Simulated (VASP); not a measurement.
# Ag (I4/mmm) in VASP: a series of runs

The runs below take Ag through single point, with PBEsol.

Program: VASP 6.6.1. These are calculated values, not measurements. Logs are shortened: lines on timing, memory, paths and dates and some standing lists are left out, and cuts for length are marked.

## 1. The cell of the first run

Symmetry: I4/mmm, No. 139, tetragonal system. The conventional cell has a = 2.774 Å, b = 2.774 Å, c = 3.759 Å, α = 90.00°, β = 90.00°, γ = 90.00°. Ag (site symmetry 4/mmm) has 12 Ag at 2.72 to 2.77 Å within 3.6 Å.

## 2. Single point, PBEsol (strain -0.040 along x and y, -0.080 along z)

Input file INCAR:

```
SYSTEM = Ag
PREC     = Accurate       ! precision mode
ENCUT    = 520            ! plane-wave cutoff, eV
EDIFF    = 1E-7           ! SCF threshold, eV
ISMEAR   = 0              ! smearing method
SIGMA    = 0.15           ! smearing width, eV
LREAL    = .FALSE.        ! projectors in reciprocal space
LASPH    = .TRUE.         ! aspherical terms in the spheres
NELM     = 100            ! most SCF steps
ALGO     = Normal         ! electronic algorithm
ISIF     = 2              ! what is computed and relaxed
LWAVE    = .FALSE.        ! write WAVECAR
LCHARG   = .TRUE.         ! write CHGCAR
GGA      = PS             ! functional
LELF     = .TRUE.         ! ELF
LVHAR    = .TRUE.       
NBANDS   = 12             ! bands
```

Input file KPOINTS:

```
Automatic mesh
0
G
  20 20 20
  0 0 0
```

Input file POSCAR:

```
Ag
1.0
    0.0000000000      1.9613760000      1.8796520000
    1.9613760000      0.0000000000      1.8796520000
    1.9613760000      1.9613760000      0.0000000000
Ag
1
Direct
    0.0000000000      0.0000000000      0.0000000000
```

Potentials or basis: VASP PAW PBE potentials, release 64 (Ag).

Started as:

```bash
$ cat potpaw_PBE.64/Ag/POTCAR > POTCAR
$ mpirun -np 1 vasp_std > vasp.out
```

OUTCAR:

```text
SYSTEM = Ag
   PREC = Accurate
   ENCUT = 520
   EDIFF = 1E-7
   ISMEAR = 0
   LREAL = .FALSE.
   LASPH = .TRUE.
   NELM = 100
   ISIF = 2
   GGA = PS

 ion  position               nearest neighbor table
   1  0.000  0.000  0.000-

  LATTYP: Found a body centered tetragonal cell.
 ALAT       =     2.7738045401
 C/A-ratio  =     1.3552879973

  Lattice vectors:

 A1 = (   0.0000000000,  -1.9613760000,  -1.8796520000)
 A2 = (   0.0000000000,   1.9613760000,  -1.8796520000)
 A3 = (   1.9613760000,   0.0000000000,   1.8796520000)

Analysis of symmetry for initial positions (statically):
=====================================================================
 Subroutine PRICEL returns:
 Original cell was already a primitive cell.

 Routine SETGRP: Setting up the symmetry group for a
 body centered tetragonal supercell.

 Subroutine GETGRP returns: Found 16 space group operations
 (whereof 16 operations were pure point group operations)
 out of a pool of 16 trial point group operations.

The static configuration has the point symmetry D_4h.

Analysis of symmetry for dynamics (positions and initial velocities):
=====================================================================
 Subroutine PRICEL returns:
 Original cell was already a primitive cell.

 Routine SETGRP: Setting up the symmetry group for a
 body centered tetragonal supercell.

 Subroutine GETGRP returns: Found 16 space group operations
 (whereof 16 operations were pure point group operations)
 out of a pool of 16 trial point group operations.

The dynamic configuration has the point symmetry D_4h.

 Subroutine INISYM returns: Found 16 space group operations
 (whereof 16 operations are pure point group operations),
 and found     1 'primitive' translations

----------------------------------------------------------------------------------------

                                     Primitive cell

  volume of cell :      14.4620

  direct lattice vectors                    reciprocal lattice vectors
     0.000000000  1.961376000  1.879652000    -0.254923074  0.254923074  0.266006686
     1.961376000  0.000000000  1.879652000     0.254923074 -0.254923074  0.266006686
     1.961376000  1.961376000  0.000000000     0.254923074  0.254923074 -0.266006686

  length of vectors
     2.716631638  2.716631638  2.773804540     0.448030250  0.448030250  0.448030250

  position of ions in fractional coordinates (direct lattice)
     0.000000000  0.000000000  0.000000000

  ion indices of the primitive-cell ions
   primitive index   ion index
                 1           1

----------------------------------------------------------------------------------------

 KPOINTS: Automatic mesh

Automatic generation of k-mesh.
 Grid dimensions read from file:
 generate k-points for:   20   20   20

 Generating k-lattice:

  Cartesian coordinates                     Fractional coordinates (reciprocal lattice)
    -0.012746154  0.012746154  0.013300334     0.050000000 -0.000000000  0.000000000
     0.012746154 -0.012746154  0.013300334    -0.000000000  0.050000000  0.000000000
     0.012746154  0.012746154 -0.013300334     0.000000000  0.000000000  0.050000000

  Length of vectors
     0.022401513  0.022401513  0.022401513

  Shift w.r.t. Gamma in fractional coordinates (k-lattice)
     0.000000000  0.000000000  0.000000000

 Subroutine IBZKPT returns following result:
 ===========================================

 Found    641 irreducible k-points:

 Following reciprocal coordinates:
            Coordinates               Weight
  0.000000  0.000000  0.000000      1.000000
  0.050000 -0.000000  0.000000      8.000000
  0.100000  0.000000  0.000000      8.000000
  0.150000  0.000000  0.000000      8.000000
  0.200000  0.000000  0.000000      8.000000
  0.250000  0.000000  0.000000      8.000000
[... 16 lines left out ...]
 -0.400000  0.050000  0.000000      8.000000
 -0.350000  0.050000  0.000000      8.000000
 [... further k-points ...]
   k-points           NKPTS =    641   k-points in BZ     NKDIM =    641   number of bands    NBANDS=     12
   number of dos      NEDOS =    301   number of ions     NIONS =      1
   total plane-waves  NPLWV =   9600
   dimension x,y,z NGX =    20 NGY =   20 NGZ =   24
   dimension x,y,z NGXF=    40 NGYF=   40 NGZF=   48
   ions per type =               1
   NGX,Y,Z   is equivalent  to a cutoff of  12.24, 12.24, 14.38 a.u.
   NGXF,Y,Z  is equivalent  to a cutoff of  24.48, 24.48, 28.77 a.u.
 SYSTEM =  Ag
   PREC   = accura    normal or accurate (medium, high low for compatibility)
   ISTART =      0    job   : 0-new  1-cont  2-samecut
   ICHARG =      2    charge: 1-file 2-atom 10-const
   ISPIN  =      1    spin polarized calculation?
   LNONCOLLINEAR =      F non collinear calculations
   LSORBIT =      F    spin-orbit coupling
   LASPH  =      T    aspherical Exc in radial PAW
   ENCUT  =  520.0 eV  38.22 Ry    6.18 a.u.   5.05  5.05  5.16*2*pi/ulx,y,z
   NELM   =    100;   NELMIN=  2; NELMDL= -5     # of ELM steps
   EDIFF  = 0.1E-06   stopping-criterion for ELM
   LREAL  =      F    real-space projection
   EDIFFG = 0.1E-05   stopping-criterion for IOM
   NSW    =      0    number of steps for IOM
   IBRION =     -1    ionic relax: 0-MD 1-quasi-New 2-CG
   NFREE  =      0    steps in history (QN), initial steepest desc. (CG)
   ISIF   =      2    stress and relaxation
   ISYM   =      2    0-nonsym 1-usesym 2-fastsym
   POTIM  = 0.5000    time-step for ionic-motion
   TEBEG  =    0.0;   TEEND  =   0.0 temperature during run
   PSTRESS=    0.0 pullay stress
   NELECT =      11.0000    total number of electrons
   NUPDOWN=      -1.0000    fix difference up-down
   EMIN   =  10.00;   EMAX   =-10.00  energy-range for DOS
   EFERMI =   0.00;   METHOD = LEGACY
   ISMEAR =     0;   SIGMA  =   0.15  broadening in eV -4-tet -1-fermi 0-gaus
   EFERMI_NEDOS =   21; number of points for ismear=-14 and -15
   IALGO  =     38    algorithm
   IMIX   =      4    mixing-type and parameters
     AMIX     =   0.40;   BMIX     =  1.00
     AMIX_MAG =   1.60;   BMIX_MAG =  1.00
  volume/ion in A,a.u.               =      14.46        97.59
  Fermi-wavevector in a.u.,A,eV,Ry     =   1.494386  2.823979 30.384372  2.233188
  Thomas-Fermi vector in A             =   2.606665
   LORBIT       =      0    0 simple, 1 ext, 2 COOP (PROOUT), +10 PAW based schemes
   GGA     = PS    functional components
   LHFCALC =     F    Hartree Fock is set to
   AEXX    =    0.0000 exact exchange contribution
   IVDW    =     0    specifies the selected vdW correction
   LEPSILON=     F    determine dielectric tensor
   LRPA    =     F    only Hartree local field effects (RPA)
 non-spin polarized calculation
 Gauss-broadening in eV      SIGMA  =   0.15
  energy-cutoff  :      520.00
  volume of cell :       14.46
 maximum number of plane-waves:       404
   NGX =  9   NGY =  9   NGZ = 11

 number of electron      11.0000002 magnetization

 Free energy of the ion-electron system (eV)
  ---------------------------------------------------
  ext. energy  EPLUGINS =         0.00000000
  ---------------------------------------------------
  free energy    TOTEN  =        -3.16503635 eV

  energy without entropy =       -3.16249168  energy(sigma->0) =       -3.16376401

 E-fermi :  10.7736     XC(G=0): -13.4224

 val. band max:       10.7624464495   @ k =   0.5000   0.1000   0.2500
 cond. band min:      10.7897259606   @ k =   0.4500   0.2500   0.0000
 fundamental gap:      0.0272795112
 Fermi energy:        10.7736080097

 k-point     1 :       0.0000    0.0000    0.0000
  band No.  band energies     occupation
      1       1.6106      2.00000
      2       5.1867      2.00000
      3       5.1867      2.00000
      4       5.5196      2.00000
      5       6.5008      2.00000
      6       6.8596      2.00000
      7      27.0105      0.00000
      8      31.2363      0.00000
      9      31.2363      0.00000
     10      32.1614      0.00000
     11      36.8381      0.00000
     12      38.8134      0.00000

 k-point     2 :       0.0500   -0.0000    0.0000
  band No.  band energies     occupation
      1       1.7007      2.00000
      2       5.1805      2.00000
      3       5.2155      2.00000
      4       5.5273      2.00000
      5       6.4921      2.00000
      6       6.8434      2.00000
      7      27.0783      0.00000
      8      30.7357      0.00000
      9      31.3186      0.00000
     10      32.0387      0.00000
     11      37.2810      0.00000
     12      38.6198      0.00000

 k-point     3 :       0.1000    0.0000    0.0000
  band No.  band energies     occupation
      1       1.9629      2.00000
      2       5.1509      2.00000
      3       5.2912      2.00000
      4       5.5664      2.00000
      5       6.4775      2.00000
      6       6.8034      2.00000
      7      27.1900      0.00000
      8      29.4015      0.00000
      9      31.5511      0.00000
     10      32.1559      0.00000
     11      36.7742      0.00000
     12      38.5217      0.00000

 k-point     4 :       0.1500    0.0000    0.0000
  band No.  band energies     occupation
      1       2.3656      2.00000
      2       5.1121      2.00000
      3       5.3787      2.00000
      4       5.6402      2.00000
      5       6.4927      2.00000
      6       6.7671      2.00000
      7      26.7348      0.00000
      8      28.3088      0.00000
      9      31.8861      0.00000
     10      32.4368      0.00000
     11      35.7555      0.00000
     12      37.4080      0.00000

 k-point     5 :       0.2000    0.0000    0.0000
  band No.  band energies     occupation
      1       2.8285      2.00000
      2       5.1568      2.00000
      3       5.4249      2.00000
      4       5.7047      2.00000
      5       6.5891      2.00000
      6       6.7810      2.00000
      7      25.1195      0.00000
      8      28.0856      0.00000
      9      32.2181      0.00000
     10      32.7137      0.00000
     11      35.1687      0.00000
     12      36.2081      0.00000
[... 228 lines left out ...]
      1       3.2430      2.00000
      2       5.1399      2.00000
      3       5.3830      2.00000
      4       7.3820      2.00000
      5       7.8351      2.00000
      6      10.1096      2.00000
      7      15.4297      0.00000
      8      26.2377      0.00000
      9      29.4566      0.00000
     10      30.4101      0.00000
     11      35.8518      0.00000
     12      36.6737      0.00000

 k-point    22 :      -0.4500    0.0500    0.0000
  band No.  band energies     occupation
      1       3.2520      2.00000
      2       5.1420      2.00000
      3       5.3907      2.00000
      4       7.4118      2.00000
      5       7.7571      2.00000
      6       9.9025      2.00000
      7      15.6974      0.00000
      8      26.2825      0.00000
      9      29.7883      0.00000
     10      30.1544      0.00000
     11      35.7833      0.00000
     12      36.5984      0.00000

 k-point    23 :      -0.4000    0.0500    0.0000
  band No.  band energies     occupation
      1       3.2982      2.00000
      2       5.1808      2.00000
      3       5.4361      2.00000
      4       7.2782      2.00000
      5       7.5680      2.00000
      6       9.0156      2.00000
      7      16.9741      0.00000
      8      26.4941      0.00000
      9      30.1572      0.00000
     10      30.4477      0.00000
     11      35.5850      0.00000
     12      36.3435      0.00000

 k-point    24 :      -0.3500    0.0500    0.0000
  band No.  band energies     occupation
      1       3.3635      2.00000
      2       5.2513      2.00000
      3       5.5111      2.00000
      4       6.8936      2.00000
      5       7.2977      2.00000
      6       8.1052      2.00000
      7      18.7097      0.00000
      8      26.8501      0.00000
      9      30.3762      0.00000
     10      31.4107      0.00000
     11      35.2459      0.00000
     12      35.8438      0.00000

 [... further k-points ...]

------------------------ aborting loop because EDIFF is reached ----------------------------------------

  FORCE on cell =-STRESS in cart. coord.  units (eV):
  Direction    XX          YY          ZZ          XY          YZ          ZX
  --------------------------------------------------------------------------------------
  -------------------------------------------------------------------------------------
  Total        2.1573838      2.1573838      2.3687237      0.0000000      0.0000000      0.0000000
  in kB      239.0060197    239.0060197    262.4193322      0.0000000      0.0000000      0.0000000
  external PRESSURE =     246.8104572 kB  Pullay stress =       0.0000000 kB

 VOLUME and BASIS-vectors are now :
 -----------------------------------------------------------------------------
  energy-cutoff  :      520.00
  volume of cell :       14.46
      direct lattice vectors                 reciprocal lattice vectors
     0.000000000  1.961376000  1.879652000    -0.254923074  0.254923074  0.266006686
     1.961376000  0.000000000  1.879652000     0.254923074 -0.254923074  0.266006686
     1.961376000  1.961376000  0.000000000     0.254923074  0.254923074 -0.266006686

 POSITION                                       TOTAL-FORCE (eV/Angst)
 -----------------------------------------------------------------------------------
      0.00000      0.00000      0.00000         0.000000      0.000000      0.000000
 -----------------------------------------------------------------------------------
    total drift:                                0.000000     -0.000000      0.000000

  FREE ENERGIE OF THE ION-ELECTRON SYSTEM (eV)
  ---------------------------------------------------
  free  energy   TOTEN  =        -3.1650363462 eV

  energy  without entropy=       -3.1624916835  energy(sigma->0) =       -3.16376401
```

Wall time 82 s (1 thread of Intel Xeon Platinum 8375C at 2.90GHz (Ice Lake), shared host); peak memory 0.22 GiB.

What came out:

```
Free energy            : -3.1650 eV
Pressure               : 24.7 GPa
Band gap on the k mesh : zero (an odd number of electrons rules out a gap without spin polarisation)
```

Stress tensor (GPa, compression positive):
```
23.90  0.00  0.00
 0.00 23.90  0.00
 0.00  0.00 26.24
```

Levels at points of the mesh, in eV from the Fermi level:
```csv
k point,band 4,band 5,band 6,band 7,band 8,band 9
"(0.00, 0.00, 0.00)",-5.25,-4.27,-3.91,16.24,20.46,20.46
"(0.50, 0.00, 0.00)",-3.11,-2.94,-0.96,4.59,15.40,18.99
"(0.50, 0.50, 0.00)",-2.73,-2.73,1.94,8.89,10.87,10.87
"(0.50, 0.00, 0.50)",-2.88,-2.63,1.08,7.71,11.61,11.81
```

Caveat: the cell differs from its parent crystal (strain -0.040 along x and y, -0.080 along z); the cell stands under pressure; the PAW data sets were made with another functional, which shifts forces and pressure a little.

## 3. Single point, PBEsol (strain -0.040 along x and y, +0.000 along z)

Input file INCAR:

```
SYSTEM = Ag
ALGO = Fast
EDIFF = 1E-6
ENCUT = 520
GGA = PS
ISIF = 2
ISMEAR = 0
LASPH = .True.
LCHARG = .True.
LELF = .True.
LREAL = .False.
LVHAR = .True.
LWAVE = .False.
NBANDS = 12
NELM = 100
PREC = Accurate
SIGMA = 0.15
```

Input file KPOINTS:

```
k-points
0
Gamma
  20 20 20
  0 0 0
```

Input file POSCAR:

```
Ag
1.0
    0.0000000000      1.9613760000      2.0431000000
    1.9613760000      0.0000000000      2.0431000000
    1.9613760000      1.9613760000      0.0000000000
Ag
1
Direct
    0.0000000000      0.0000000000      0.0000000000
```

Potentials or basis: VASP PAW PBE potentials, release 64 (Ag).

Started as:

```bash
$ cat potpaw_PBE.64/Ag/POTCAR > POTCAR
$ mpirun -np 1 vasp_std > vasp.out
```

Run time: 80 s. Hardware: 1 thread of Intel Xeon Platinum 8375C at 2.90GHz (Ice Lake), shared host; peak memory 0.23 GiB.

It converged, with:

```yaml
Free_energy: -3.2880 eV
Pressure: 8.1 GPa
Band_gap_on_the_k_mesh: zero (an odd number of electrons rules out a gap without spin polarisation)
```

Stress tensor (GPa, compression positive):
```
8.87 0.00 0.00
0.00 8.87 0.00
0.00 0.00 6.50
```

Levels at points of the mesh, in eV from the Fermi level:
```csv
k point,band 4,band 5,band 6,band 7,band 8,band 9
"(0.00, 0.00, 0.00)",-4.98,-4.05,-3.73,16.16,19.73,20.42
"(0.50, 0.00, 0.00)",-3.02,-2.90,-0.69,4.07,15.28,18.29
"(0.50, 0.50, 0.00)",-2.74,-2.74,0.97,6.68,11.53,11.53
"(0.50, 0.00, 0.50)",-2.83,-2.60,1.71,7.73,10.72,10.82
```

Caveat: the cell differs from its parent crystal (strain -0.040 along x and y, +0.000 along z); the cell stands under pressure; the PAW data sets were made with another functional, which shifts forces and pressure a little.

[end of part 1 of 2]
